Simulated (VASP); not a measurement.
Input of a VASP 6.6.1 run:

The input INCAR:

```
SYSTEM = Ti
ALGO = Fast
EDIFF = 1E-6
ENCUT = 520
GGA = PE
ISIF = 2
ISMEAR = 0
LASPH = .TRUE.
LCHARG = .TRUE.
LELF = .TRUE.
LREAL = .FALSE.
LVHAR = .TRUE.
LWAVE = .FALSE.
NBANDS = 19
NELM = 60
PREC = Accurate
SIGMA = 0.15
```

KPOINTS

```
k-points
0
G
  24 24 14
  0 0 0
```

File POSCAR:

```
Ti
1.0
    2.9384580613      0.0000000000      0.0000000000
   -1.4692290306      2.5447793290      0.0000000000
    0.0000000000      0.0000000000      4.6506340146
Ti
2
Direct
    0.3902690654      0.7083465153      0.2500000000
    0.6097309346      0.2916534847      0.7500000000
```

Potentials or basis: VASP PAW PBE potentials, release 64 (Ti_sv).

Command:

```sh
$ cat potpaw_PBE.64/Ti_sv/POTCAR > POTCAR
$ mpirun -np 1 vasp_std > vasp.out
```

Problem. Estimate the largest force.

Solution. 0.349 eV/Å.

Problem. What does it give for the band gap on the k mesh?

Solution. Zero (bands 12 and 13 overlap by 1.17 eV).

Problem. Estimate the pressure.

Solution. -0.5 GPa.

Stress tensor (GPa, compression positive):
```
-3.23 -1.83  0.00
-1.83  1.41  0.00
 0.00  0.00  0.42
```

Caveat: the cell differs from its parent crystal (atoms displaced along a vibrational mode).
